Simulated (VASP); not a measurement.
# Pb (Fm-3m) in VASP: further runs

The runs below take Pb through single point, with PBE+D3(BJ).

Program: VASP 6.6.1. These are calculated values, not measurements. Logs are shortened: lines on timing, memory, paths and dates and some standing lists are left out, and cuts for length are marked.

## 1. The cell of the first run

It takes space group Fm-3m (No. 225, cubic). Conventional cell: a = 5.008 Å, b = 5.008 Å, c = 5.008 Å, α = 90.00°, β = 90.00°, γ = 90.00°. Pb (site symmetry m-3m) has 12 Pb at 3.54 Å within 4.7 Å.

## 2. Single point, PBE+D3(BJ) (31.40 Å³/atom)

INCAR

```
PREC     = Accurate       # precision mode
ENCUT    = 520            # plane-wave cutoff, eV
EDIFF    = 1E-6           # SCF threshold, eV
ISMEAR   = 0              # smearing method
SIGMA    = 0.1            # smearing width, eV
LREAL    = F              # projectors in reciprocal space
LASPH    = T              # aspherical terms in the spheres
NELM     = 80             # most SCF steps
ALGO     = Fast           # electronic algorithm
ISIF     = 2              # what is computed and relaxed
LWAVE    = F              # write WAVECAR
LCHARG   = F              # write CHGCAR
GGA      = PE             # functional
IVDW     = 12             # dispersion correction
NBANDS   = 13             # bands
```

KPOINTS

```
Automatic mesh
0
Gamma
  14 14 14
```

POSCAR

```
Pb
1.0
    0.0000000000      2.5040929797      2.5040929797
    2.5040929797      0.0000000000      2.5040929797
    2.5040929797      2.5040929797      0.0000000000
Pb
1
Direct
    0.0000000000      0.0000000000      0.0000000000
```

Potentials or basis: VASP PAW PBE potentials, release 64 (Pb_d).

Run with:

```
$ cat potpaw_PBE.64/Pb_d/POTCAR > POTCAR
$ mpirun -np 1 vasp_std > vasp.out
```

OUTCAR:

```text
PREC = Accurate
   ENCUT = 520
   EDIFF = 1E-6
   ISMEAR = 0
   LREAL = F
   LASPH = T
   NELM = 80
   ISIF = 2
   GGA = PE
   IVDW = 12
 IVDW          = 12

 ion  position               nearest neighbor table
   1  0.000  0.000  0.000-

  LATTYP: Found a face centered cubic cell.
 ALAT       =     5.0081859594

  Lattice vectors:

 A1 = (   0.0000000000,   2.5040929797,   2.5040929797)
 A2 = (   2.5040929797,   0.0000000000,   2.5040929797)
 A3 = (   2.5040929797,   2.5040929797,   0.0000000000)

Analysis of symmetry for initial positions (statically):
=====================================================================
 Subroutine PRICEL returns:
 Original cell was already a primitive cell.

 Routine SETGRP: Setting up the symmetry group for a
 face centered cubic supercell.

 Subroutine GETGRP returns: Found 48 space group operations
 (whereof 48 operations were pure point group operations)
 out of a pool of 48 trial point group operations.

The static configuration has the point symmetry O_h .

Analysis of symmetry for dynamics (positions and initial velocities):
=====================================================================
 Subroutine PRICEL returns:
 Original cell was already a primitive cell.

 Routine SETGRP: Setting up the symmetry group for a
 face centered cubic supercell.

 Subroutine GETGRP returns: Found 48 space group operations
 (whereof 48 operations were pure point group operations)
 out of a pool of 48 trial point group operations.

The dynamic configuration has the point symmetry O_h .

 Subroutine INISYM returns: Found 48 space group operations
 (whereof 48 operations are pure point group operations),
 and found     1 'primitive' translations

----------------------------------------------------------------------------------------

                                     Primitive cell

  volume of cell :      31.4037

  direct lattice vectors                    reciprocal lattice vectors
     0.000000000  2.504092980  2.504092980    -0.199673097  0.199673097  0.199673097
     2.504092980  0.000000000  2.504092980     0.199673097 -0.199673097  0.199673097
     2.504092980  2.504092980  0.000000000     0.199673097  0.199673097 -0.199673097

  length of vectors
     3.541322253  3.541322253  3.541322253     0.345843949  0.345843949  0.345843949

  position of ions in fractional coordinates (direct lattice)
     0.000000000  0.000000000  0.000000000

  ion indices of the primitive-cell ions
   primitive index   ion index
                 1           1

----------------------------------------------------------------------------------------

 KPOINTS: Automatic mesh

Automatic generation of k-mesh.
 Grid dimensions read from file:
 generate k-points for:   14   14   14

 Generating k-lattice:

  Cartesian coordinates                     Fractional coordinates (reciprocal lattice)
    -0.014262364  0.014262364  0.014262364     0.071428571  0.000000000  0.000000000
     0.014262364 -0.014262364  0.014262364     0.000000000  0.071428571  0.000000000
     0.014262364  0.014262364 -0.014262364     0.000000000  0.000000000  0.071428571

  Length of vectors
     0.024703139  0.024703139  0.024703139

  Shift w.r.t. Gamma in fractional coordinates (k-lattice)
     0.000000000  0.000000000  0.000000000

 Subroutine IBZKPT returns following result:
 ===========================================

 Found    104 irreducible k-points:

 Following reciprocal coordinates:
            Coordinates               Weight
  0.000000  0.000000  0.000000      1.000000
  0.071429  0.000000  0.000000      8.000000
  0.142857  0.000000  0.000000      8.000000
  0.214286  0.000000  0.000000      8.000000
  0.285714  0.000000  0.000000      8.000000
  0.357143  0.000000  0.000000      8.000000
[... 16 lines left out ...]
  0.214286  0.142857  0.000000     24.000000
  0.285714  0.142857  0.000000     24.000000
 [... further k-points ...]
   k-points           NKPTS =    104   k-points in BZ     NKDIM =    104   number of bands    NBANDS=     13
   number of dos      NEDOS =    301   number of ions     NIONS =      1
   total plane-waves  NPLWV =  21952
   dimension x,y,z NGX =    28 NGY =   28 NGZ =   28
   dimension x,y,z NGXF=    56 NGYF=   56 NGZF=   56
   ions per type =               1
   NGX,Y,Z   is equivalent  to a cutoff of  13.14, 13.14, 13.14 a.u.
   NGXF,Y,Z  is equivalent  to a cutoff of  26.29, 26.29, 26.29 a.u.
 SYSTEM =  unknown system
   PREC   = accura    normal or accurate (medium, high low for compatibility)
   ISTART =      0    job   : 0-new  1-cont  2-samecut
   ICHARG =      2    charge: 1-file 2-atom 10-const
   ISPIN  =      1    spin polarized calculation?
   LNONCOLLINEAR =      F non collinear calculations
   LSORBIT =      F    spin-orbit coupling
   LASPH  =      T    aspherical Exc in radial PAW
   ENCUT  =  520.0 eV  38.22 Ry    6.18 a.u.   6.58  6.58  6.58*2*pi/ulx,y,z
   NELM   =     80;   NELMIN=  2; NELMDL= -5     # of ELM steps
   EDIFF  = 0.1E-05   stopping-criterion for ELM
   LREAL  =      F    real-space projection
   EDIFFG = 0.1E-04   stopping-criterion for IOM
   NSW    =      0    number of steps for IOM
   IBRION =     -1    ionic relax: 0-MD 1-quasi-New 2-CG
   NFREE  =      0    steps in history (QN), initial steepest desc. (CG)
   ISIF   =      2    stress and relaxation
   ISYM   =      2    0-nonsym 1-usesym 2-fastsym
   POTIM  = 0.5000    time-step for ionic-motion
   TEBEG  =    0.0;   TEEND  =   0.0 temperature during run
   PSTRESS=    0.0 pullay stress
   NELECT =      14.0000    total number of electrons
   NUPDOWN=      -1.0000    fix difference up-down
   EMIN   =  10.00;   EMAX   =-10.00  energy-range for DOS
   EFERMI =   0.00;   METHOD = LEGACY
   ISMEAR =     0;   SIGMA  =   0.10  broadening in eV -4-tet -1-fermi 0-gaus
   EFERMI_NEDOS =   21; number of points for ismear=-14 and -15
   IALGO  =     68    algorithm
   IMIX   =      4    mixing-type and parameters
     AMIX     =   0.40;   BMIX     =  1.00
     AMIX_MAG =   1.60;   BMIX_MAG =  1.00
  volume/ion in A,a.u.               =      31.40       211.92
  Fermi-wavevector in a.u.,A,eV,Ry     =   1.250615  2.363320 21.280036  1.564039
  Thomas-Fermi vector in A             =   2.384601
   LORBIT       =      0    0 simple, 1 ext, 2 COOP (PROOUT), +10 PAW based schemes
   GGA     = PE    functional components
   LHFCALC =     F    Hartree Fock is set to
   AEXX    =    0.0000 exact exchange contribution
   IVDW    =    12    specifies the selected vdW correction
   LEPSILON=     F    determine dielectric tensor
   LRPA    =     F    only Hartree local field effects (RPA)
 non-spin polarized calculation
 RMM-DIIS sequential band-by-band and
 Gauss-broadening in eV      SIGMA  =   0.10
  energy-cutoff  :      520.00
  volume of cell :       31.40
 maximum number of plane-waves:       877
   NGX = 13   NGY = 13   NGZ = 13

 number of electron      14.0000001 magnetization

 Free energy of the ion-electron system (eV)
  ---------------------------------------------------
  ext. energy  EPLUGINS =         0.00000000
  ---------------------------------------------------
  free energy    TOTEN  =        -3.56727469 eV

  energy without entropy =       -3.56500195  energy(sigma->0) =       -3.56613832

 E-fermi :   6.9130     XC(G=0): -10.0178

 val. band max:        6.8895984108   @ k =   0.3571   0.2143   0.0000
 cond. band min:       6.9361101711   @ k =   0.3571   0.2857   0.0000
 fundamental gap:      0.0465117604
 Fermi energy:         6.9129743112

 k-point     1 :       0.0000    0.0000    0.0000
  band No.  band energies     occupation
      1     -10.1537      2.00000
      2     -10.1537      2.00000
      3     -10.1537      2.00000
      4     -10.0281      2.00000
      5     -10.0281      2.00000
      6      -4.6259      2.00000
      7      14.0393      0.00000
      8      14.0393      0.00000
      9      14.0393      0.00000
     10      16.6350      0.00000
     11      17.7905      0.00000
     12      19.1257      0.00000
     13      19.1257      0.00000

 k-point     2 :       0.0714    0.0000    0.0000
  band No.  band energies     occupation
      1     -10.1537      2.00000
      2     -10.1470      2.00000
      3     -10.1470      2.00000
      4     -10.0286      2.00000
      5     -10.0286      2.00000
      6      -4.5312      2.00000
      7      12.8831      0.00000
      8      13.9205      0.00000
      9      13.9205      0.00000
     10      16.3746      0.00000
     11      18.3546      0.00000
     12      19.3379      0.00000
     13      19.3379      0.00000

 k-point     3 :       0.1429    0.0000    0.0000
  band No.  band energies     occupation
      1     -10.1543      2.00000
      2     -10.1318      2.00000
      3     -10.1318      2.00000
      4     -10.0261      2.00000
      5     -10.0261      2.00000
      6      -4.2474      2.00000
      7      10.7849      0.00000
      8      13.6183      0.00000
      9      13.6183      0.00000
     10      16.0415      0.00000
     11      19.2711      0.00000
     12      19.7911      0.00000
     13      19.8104      0.00000

 k-point     4 :       0.2143    0.0000    0.0000
  band No.  band energies     occupation
      1     -10.1569      2.00000
      2     -10.1217      2.00000
      3     -10.1217      2.00000
      4     -10.0103      2.00000
      5     -10.0103      2.00000
      6      -3.7771      2.00000
      7       8.6275      0.00000
      8      13.2371      0.00000
      9      13.2371      0.00000
     10      15.8007      0.00000
     11      18.6998      0.00000
     12      19.3590      0.00000
     13      19.3597      0.00000

 k-point     5 :       0.2857    0.0000    0.0000
  band No.  band energies     occupation
      1     -10.1618      2.00000
      2     -10.1242      2.00000
      3     -10.1242      2.00000
      4      -9.9784      2.00000
      5      -9.9784      2.00000
      6      -3.1335      2.00000
      7       6.6098      1.99998
      8      12.8629      0.00000
      9      12.8629      0.00000
     10      15.6791      0.00000
     11      17.8025      0.00000
     12      18.7329      0.00000
     13      18.7329      0.00000
[... 257 lines left out ...]
 k-point    22 :       0.1429    0.1429    0.0000
  band No.  band energies     occupation
      1     -10.1813      2.00000
      2     -10.1039      2.00000
      3     -10.1039      2.00000
      4     -10.0579      2.00000
      5     -10.0073      2.00000
      6      -4.1215      2.00000
      7      11.6375      0.00000
      8      12.4092      0.00000
      9      12.4092      0.00000
     10      15.3960      0.00000
     11      17.2733      0.00000
     12      21.0887      0.00000
     13      21.2768      0.00000

 k-point    23 :       0.2143    0.1429    0.0000
  band No.  band energies     occupation
      1     -10.1895      2.00000
      2     -10.0896      2.00000
      3     -10.0830      2.00000
      4     -10.0619      2.00000
      5      -9.9930      2.00000
      6      -3.7763      2.00000
      7      10.0089      0.00000
      8      11.8759      0.00000
      9      12.1498      0.00000
     10      15.4123      0.00000
     11      16.4140      0.00000
     12      20.7376      0.00000
     13      21.7097      0.00000

 k-point    24 :       0.2857    0.1429    0.0000
  band No.  band energies     occupation
      1     -10.1895      2.00000
      2     -10.1011      2.00000
      3     -10.0761      2.00000
      4     -10.0377      2.00000
      5      -9.9654      2.00000
      6      -3.2503      2.00000
      7       8.0568      0.00000
      8      11.4757      0.00000
      9      11.6805      0.00000
     10      15.2365      0.00000
     11      16.7697      0.00000
     12      20.2899      0.00000
     13      21.1062      0.00000

 [... further k-points ...]

------------------------ aborting loop because EDIFF is reached ----------------------------------------

 Edisp (eV)   -0.39534

 E8    (eV) :    -0.2004

  FORCE on cell =-STRESS in cart. coord.  units (eV):
  Direction    XX          YY          ZZ          XY          YZ          ZX
  --------------------------------------------------------------------------------------
  -------------------------------------------------------------------------------------
  Total      -0.24529    -0.24529    -0.24529    -0.00000    -0.00000     0.00000
  in kB     -12.51447   -12.51447   -12.51447    -0.00000    -0.00000     0.00000
  external pressure =      -12.51 kB  Pullay stress =        0.00 kB

 VOLUME and BASIS-vectors are now :
 -----------------------------------------------------------------------------
  energy-cutoff  :      520.00
  volume of cell :       31.40
      direct lattice vectors                 reciprocal lattice vectors
     0.000000000  2.504092980  2.504092980    -0.199673097  0.199673097  0.199673097
     2.504092980  0.000000000  2.504092980     0.199673097 -0.199673097  0.199673097
     2.504092980  2.504092980  0.000000000     0.199673097  0.199673097 -0.199673097

 POSITION                                       TOTAL-FORCE (eV/Angst)
 -----------------------------------------------------------------------------------
      0.00000      0.00000      0.00000         0.000000      0.000000      0.000000
 -----------------------------------------------------------------------------------
    total drift:                               -0.000000     -0.000000     -0.000000

  FREE ENERGIE OF THE ION-ELECTRON SYSTEM (eV)
  ---------------------------------------------------
  free  energy   TOTEN  =        -3.9626101317 eV

  energy  without entropy=       -3.9603373924  energy(sigma->0) =       -3.96147376
```

Wall time 68 s (1 thread of Intel Xeon 8259CL, shared host); peak memory 0.18 GiB.

Results:

| Property | Result |
| --- | --- |
| Free energy | -3.9626 eV |
| Pressure | -1.3 GPa |
| Band gap on the k mesh | zero (bands 7 and 8 overlap by 8.63 eV) |
| Dispersion energy per atom | -0.395 eV |

Levels at points of the mesh, in eV from the Fermi level:
| k point | band 3 | band 4 | band 5 | band 6 | band 7 | band 8 | band 9 | band 10 | band 11 | band 12 |
| --- | --- | --- | --- | --- | --- | --- | --- | --- | --- | --- |
| (0.00, 0.00, 0.00) | -17.07 | -16.94 | -16.94 | -11.54 | 7.13 | 7.13 | 7.13 | 9.72 | 10.88 | 12.21 |
| (0.50, 0.00, 0.00) | -17.06 | -16.82 | -16.82 | -8.11 | -4.05 | 5.37 | 5.37 | 9.14 | 9.20 | 10.98 |
| (0.50, 0.50, 0.00) | -16.83 | -16.79 | -16.79 | -6.79 | -3.15 | 1.99 | 1.99 | 5.26 | 6.52 | 18.04 |

Caveat: spin-orbit coupling is left out, which moves the levels of the heavy elements.

[end of part 1 of 2]
